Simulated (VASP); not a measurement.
# Mn (Fm-3m) in VASP: further runs

Runs on Mn. Level: HSE06. Tasks: single point.

All numbers are computed with VASP 6.6.1; they aren't measurements. Logs are shortened: lines on timing, memory, paths and dates and some standing lists are left out, and cuts for length are marked.

## (1) The cell of the first run

Symmetry: Fm-3m, No. 225, cubic system. Conventional cell: a = 3.441 Å, b = 3.441 Å, c = 3.441 Å, α = 90.00°, β = 90.00°, γ = 90.00°. Within 3.2 Å of Mn (site symmetry m-3m) lie 12 Mn at 2.43 Å.

This isn't the form of Mn at room conditions, which is a 58-atom cubic cell.

## (2) Single point, HSE06

File POSCAR:

```
Mn
1.0
    0.0000000000      1.7203332519      1.7203332519
    1.7203332519      0.0000000000      1.7203332519
    1.7203332519      1.7203332519      0.0000000000
Mn
1
Direct
    0.0000000000      0.0000000000      0.0000000000
```

File INCAR.step1:

```
PREC     = Accurate       # precision mode
ENCUT    = 510            # plane-wave cutoff, eV
EDIFF    = 1E-5           # SCF threshold, eV
ISMEAR   = -1             # smearing method
SIGMA    = 0.1            # smearing width, eV
LREAL    = F              # projectors in reciprocal space
LASPH    = T              # aspherical terms in the spheres
NELM     = 120            # most SCF steps
ALGO     = Normal         # electronic algorithm
ISIF     = 2              # what is computed and relaxed
LWAVE    = T              # write WAVECAR
GGA      = PE             # functional
NBANDS   = 14             # bands
GGA_COMPAT= F
```

File INCAR.step2:

```
PREC     = Accurate       # precision mode
ENCUT    = 510            # plane-wave cutoff, eV
EDIFF    = 1E-6           # SCF threshold, eV
ISMEAR   = -1             # smearing method
SIGMA    = 0.1            # smearing width, eV
LREAL    = F              # projectors in reciprocal space
LASPH    = T              # aspherical terms in the spheres
NELM     = 120            # most SCF steps
ALGO     = Normal         # electronic algorithm
ISIF     = 2              # what is computed and relaxed
LWAVE    = F              # write WAVECAR
LCHARG   = T              # write CHGCAR
GGA      = PE             # functional
LHFCALC  = T              # exact exchange
HFSCREEN = 0.2079         # screening, 1/A
PRECFOCK = Normal       
LELF     = T              # ELF
LVHAR    = T            
ISTART   = 1            
NBANDS   = 14             # bands
GGA_COMPAT= F
```

File KPOINTS:

```
regular mesh
0
Gamma
  6 6 6
```

Potentials or basis: VASP PAW PBE potentials, release 64 (Mn_sv).

Command:

```console
cat potpaw_PBE.64/Mn_sv/POTCAR > POTCAR
cp INCAR.step1 INCAR
mpirun -np 1 vasp_std > vasp.out
cp INCAR.step2 INCAR
mpirun -np 1 vasp_std > vasp.out
```

OUTCAR:

```text
PREC = Accurate
   ENCUT = 510
   EDIFF = 1E-6
   ISMEAR = -1
   LREAL = F
   LASPH = T
   NELM = 120
   ISIF = 2
   GGA = PE
   LHFCALC = T
   HFSCREEN = 0.2079
   PRECFOCK = Normal
   ISTART = 1

 ion  position               nearest neighbor table
   1  0.000  0.000  0.000-

  LATTYP: Found a face centered cubic cell.
 ALAT       =     3.4406665038

  Lattice vectors:

 A1 = (   0.0000000000,   1.7203332519,   1.7203332519)
 A2 = (   1.7203332519,   0.0000000000,   1.7203332519)
 A3 = (   1.7203332519,   1.7203332519,   0.0000000000)

Analysis of symmetry for initial positions (statically):
=====================================================================
 Subroutine PRICEL returns:
 Original cell was already a primitive cell.

 Routine SETGRP: Setting up the symmetry group for a
 face centered cubic supercell.

 Subroutine GETGRP returns: Found 48 space group operations
 (whereof 48 operations were pure point group operations)
 out of a pool of 48 trial point group operations.

The static configuration has the point symmetry O_h .

Analysis of symmetry for dynamics (positions and initial velocities):
=====================================================================
 Subroutine PRICEL returns:
 Original cell was already a primitive cell.

 Routine SETGRP: Setting up the symmetry group for a
 face centered cubic supercell.

 Subroutine GETGRP returns: Found 48 space group operations
 (whereof 48 operations were pure point group operations)
 out of a pool of 48 trial point group operations.

The dynamic configuration has the point symmetry O_h .

 Subroutine INISYM returns: Found 48 space group operations
 (whereof 48 operations are pure point group operations),
 and found     1 'primitive' translations

----------------------------------------------------------------------------------------

                                     Primitive cell

  volume of cell :      10.1828

  direct lattice vectors                    reciprocal lattice vectors
     0.000000000  1.720333252  1.720333252    -0.290641362  0.290641362  0.290641362
     1.720333252  0.000000000  1.720333252     0.290641362 -0.290641362  0.290641362
     1.720333252  1.720333252  0.000000000     0.290641362  0.290641362 -0.290641362

  length of vectors
     2.432918617  2.432918617  2.432918617     0.503405606  0.503405606  0.503405606

  position of ions in fractional coordinates (direct lattice)
     0.000000000  0.000000000  0.000000000

  ion indices of the primitive-cell ions
   primitive index   ion index
                 1           1

----------------------------------------------------------------------------------------

 KPOINTS: regular mesh

Automatic generation of k-mesh.
 Grid dimensions read from file:
 generate k-points for:    6    6    6

 Generating k-lattice:

  Cartesian coordinates                     Fractional coordinates (reciprocal lattice)
    -0.048440227  0.048440227  0.048440227     0.166666667  0.000000000  0.000000000
     0.048440227 -0.048440227  0.048440227     0.000000000  0.166666667  0.000000000
     0.048440227  0.048440227 -0.048440227     0.000000000  0.000000000  0.166666667

  Length of vectors
     0.083900934  0.083900934  0.083900934

  Shift w.r.t. Gamma in fractional coordinates (k-lattice)
     0.000000000  0.000000000  0.000000000

 Subroutine IBZKPT returns following result:
 ===========================================

 Found     16 irreducible k-points:

 Following reciprocal coordinates:
            Coordinates               Weight
  0.000000  0.000000  0.000000      1.000000
  0.166667  0.000000  0.000000      8.000000
  0.333333  0.000000  0.000000      8.000000
  0.500000  0.000000  0.000000      4.000000
  0.166667  0.166667  0.000000      6.000000
  0.333333  0.166667  0.000000     24.000000
[... 8 lines left out ...]
 -0.333333  0.333333  0.166667     24.000000
 -0.333333  0.500000  0.166667     12.000000
   k-points           NKPTS =     16   k-points in BZ     NKDIM =    216   number of bands    NBANDS=     14
   number of dos      NEDOS =    301   number of ions     NIONS =      1
   total plane-waves  NPLWV =   5832
   dimension x,y,z NGX =    18 NGY =   18 NGZ =   18
   dimension x,y,z NGXF=    36 NGYF=   36 NGZF=   36
   ions per type =               1
   NGX,Y,Z   is equivalent  to a cutoff of  12.30, 12.30, 12.30 a.u.
   NGXF,Y,Z  is equivalent  to a cutoff of  24.60, 24.60, 24.60 a.u.
 SYSTEM =  unknown system
   PREC   = accura    normal or accurate (medium, high low for compatibility)
   ISTART =      1    job   : 0-new  1-cont  2-samecut
   ICHARG =      0    charge: 1-file 2-atom 10-const
   ISPIN  =      1    spin polarized calculation?
   LNONCOLLINEAR =      F non collinear calculations
   LSORBIT =      F    spin-orbit coupling
   LASPH  =      T    aspherical Exc in radial PAW
   ENCUT  =  510.0 eV  37.48 Ry    6.12 a.u.   4.48  4.48  4.48*2*pi/ulx,y,z
   NELM   =    120;   NELMIN=  2; NELMDL=  0     # of ELM steps
   EDIFF  = 0.1E-05   stopping-criterion for ELM
   LREAL  =      F    real-space projection
   EDIFFG = 0.1E-04   stopping-criterion for IOM
   NSW    =      0    number of steps for IOM
   IBRION =     -1    ionic relax: 0-MD 1-quasi-New 2-CG
   NFREE  =      0    steps in history (QN), initial steepest desc. (CG)
   ISIF   =      2    stress and relaxation
   ISYM   =      3    0-nonsym 1-usesym 2-fastsym
   POTIM  = 0.5000    time-step for ionic-motion
   TEBEG  =    0.0;   TEEND  =   0.0 temperature during run
   PSTRESS=    0.0 pullay stress
   NELECT =      15.0000    total number of electrons
   NUPDOWN=      -1.0000    fix difference up-down
   EMIN   =  10.00;   EMAX   =-10.00  energy-range for DOS
   EFERMI =   0.00;   METHOD = LEGACY
   ISMEAR =    -1;   SIGMA  =   0.10  broadening in eV -4-tet -1-fermi 0-gaus
   EFERMI_NEDOS =   21; number of points for ismear=-14 and -15
   IALGO  =     38    algorithm
   IMIX   =      1    mixing-type and parameters
     AMIX     =   0.40;   BMIX     =  1.00
     AMIX_MAG =   1.60;   BMIX_MAG =  1.00
  volume/ion in A,a.u.               =      10.18        68.72
  Fermi-wavevector in a.u.,A,eV,Ry     =   1.862728  3.520045 47.208868  3.469754
  Thomas-Fermi vector in A             =   2.910238
   LORBIT       =      0    0 simple, 1 ext, 2 COOP (PROOUT), +10 PAW based schemes
   GGA     = PE    functional components
   LHFCALC =     T    Hartree Fock is set to
   PRECFOCK=normal    Normal, Fast or Accurate (Low or Medium for compatibility)
   ENCUT4O =  -1.0   cutoff for four orbital integrals eV
   NKREDX  =     1    reduce k-point grid by
   NKREDY  =     1    reduce k-point grid by
   NKREDZ  =     1    reduce k-point grid by
   AEXX    =    0.2500 exact exchange contribution
   HFSCREEN=    0.2079 screening length (either q_TF or 0.3 A-1)
   HFSCREENC=   0.2079 screening length for correlation (either q_TF or 0.3 A-1)
   ENCUTFOCK=  -1.0 apply spherical cutoff to Coloumb kernel
   IVDW    =     0    specifies the selected vdW correction
   LEPSILON=     F    determine dielectric tensor
   LRPA    =     F    only Hartree local field effects (RPA)
 non-spin polarized calculation
  energy-cutoff  :      510.00
  volume of cell :       10.18
 maximum number of plane-waves:       283
 NGX is ok and might be reduce to    18
  NGX = 14; NGY = 14; NGZ = 14

 number of electron      15.0000023 magnetization

 Free energy of the ion-electron system (eV)
  ---------------------------------------------------
  ext. energy  EPLUGINS =         0.00000000
  ---------------------------------------------------
  free energy    TOTEN  =       -11.02166989 eV

  energy without entropy =      -11.00187640  energy(sigma->0) =      -11.01177315

 E-fermi :  15.0844     XC(G=0): -11.7325

 val. band max:       14.9935852169   @ k =   0.5000   0.0000   0.0000
 cond. band min:      15.1708266555   @ k =   0.1667   0.1667   0.0000
 fundamental gap:      0.1772414386
 Fermi energy:        15.0844463976

 k-point     1 :       0.0000    0.0000    0.0000
  band No.  band energies     occupation
      1     -70.2483      2.00000
      2     -36.6972      2.00000
      3     -36.6972      2.00000
      4     -36.6971      2.00000
      5       4.9250      2.00000
      6      12.5388      2.00000
      7      12.5388      2.00000
      8      12.5388      2.00000
      9      16.2384      0.00002
     10      16.2384      0.00002
     11      37.7452      0.00000
     12      44.0873      0.00000
     13      44.0873      0.00000
     14      44.0873      0.00000

 k-point     2 :       0.1667    0.0000    0.0000
  band No.  band energies     occupation
      1     -70.1952      2.00000
      2     -36.9655      2.00000
      3     -36.7307      2.00000
      4     -36.7307      2.00000
      5       6.2202      2.00000
      6      12.0990      2.00000
      7      12.9634      2.00000
      8      12.9635      2.00000
      9      16.0259      0.00016
     10      16.0259      0.00016
     11      36.4672      0.00000
     12      39.3076      0.00000
     13      44.2368      0.00000
     14      44.2369      0.00000

 k-point     3 :       0.3333    0.0000    0.0000
  band No.  band energies     occupation
      1     -70.0878      2.00000
      2     -37.4878      2.00000
      3     -36.7979      2.00000
      4     -36.7979      2.00000
      5       8.4104      2.00000
      6      12.6626      2.00000
      7      13.1270      2.00000
      8      13.1270      2.00000
      9      16.5131      0.00000
     10      16.5131      0.00000
     11      29.5938      0.00000
     12      37.5573      0.00000
     13      44.0359      0.00000
     14      44.0359      0.00000
[... 188 lines left out ...]
 k-point    15 :      -0.3333    0.3333    0.1667
  band No.  band energies     occupation
      1     -69.9815      2.00000
      2     -37.4960      2.00000
      3     -37.2326      2.00000
      4     -36.9786      2.00000
      5      10.7062      2.00000
      6      10.9878      2.00000
      7      11.9156      2.00000
      8      15.3611      0.11836
      9      16.7572      0.00000
     10      23.1957      0.00000
     11      25.5766      0.00000
     12      31.9557      0.00000
     13      33.4343      0.00000
     14      44.5150      0.00000

 k-point    16 :      -0.3333    0.5000    0.1667
  band No.  band energies     occupation
      1     -69.9644      2.00000
      2     -37.5138      2.00000
      3     -37.2121      2.00000
      4     -37.0749      2.00000
      5       9.9466      2.00000
      6      10.2044      2.00000
      7      13.1524      2.00000
      8      16.4556      0.00000
      9      17.0703      0.00000
     10      23.3730      0.00000
     11      28.8112      0.00000
     12      28.9206      0.00000
     13      30.8707      0.00000
     14      43.3852      0.00000

------------------------ aborting loop because EDIFF is reached ----------------------------------------

  FORCE on cell =-STRESS in cart. coord.  units (eV):
  Direction    XX          YY          ZZ          XY          YZ          ZX
  --------------------------------------------------------------------------------------
  -------------------------------------------------------------------------------------
  Total       -0.2037620     -0.2037620     -0.2037620      0.0000000      0.0000000     -0.0000000
  in kB      -32.0601896    -32.0601896    -32.0601896      0.0000000      0.0000000     -0.0000000
  external PRESSURE =     -32.0601896 kB  Pullay stress =       0.0000000 kB

 VOLUME and BASIS-vectors are now :
 -----------------------------------------------------------------------------
  energy-cutoff  :      510.00
  volume of cell :       10.18
      direct lattice vectors                 reciprocal lattice vectors
     0.000000000  1.720333252  1.720333252    -0.290641362  0.290641362  0.290641362
     1.720333252  0.000000000  1.720333252     0.290641362 -0.290641362  0.290641362
     1.720333252  1.720333252  0.000000000     0.290641362  0.290641362 -0.290641362

 POSITION                                       TOTAL-FORCE (eV/Angst)
 -----------------------------------------------------------------------------------
      0.00000      0.00000      0.00000        -0.000000     -0.000000      0.000000
 -----------------------------------------------------------------------------------
    total drift:                               -0.000001     -0.000002     -0.000002

  FREE ENERGIE OF THE ION-ELECTRON SYSTEM (eV)
  ---------------------------------------------------
  free  energy   TOTEN  =       -11.0216698933 eV

  energy  without entropy=      -11.0018763974  energy(sigma->0) =      -11.01177315
```

It took 12 min on 1 thread of Intel Xeon Platinum 8175M at 2.50GHz (Skylake/Cascade Lake), shared host; peak memory 0.21 GiB.

Results:

| Property | Result |
| --- | --- |
| Free energy | -11.0217 eV |
| Pressure | -3.2 GPa |
| Band gap on the k mesh | zero (an odd number of electrons rules out a gap without spin polarisation) |

Levels at points of the mesh, in eV from the Fermi level:
```
           k point  band 6  band 7  band 8  band 9  band 10  band 11
(0.00, 0.00, 0.00)   -2.55   -2.55   -2.55    1.15     1.15    22.66
(0.50, 0.00, 0.00)   -2.17   -2.17   -0.09    2.09     2.09    10.33
(0.50, 0.50, 0.00)   -5.88    1.95    1.95    2.65     3.64    14.10
```

Caveat: the k points lie up to 0.53 Å⁻¹ apart, too coarse for converged energies and pressures of a metal; the PAW data sets were made with another functional, which shifts forces and pressure a little; the run has no spin polarisation, though such a crystal can be magnetic.

(Continued in part 2 of 2.)

The gap in the log of VASP goes by the Fermi energy; the results here count the filled bands.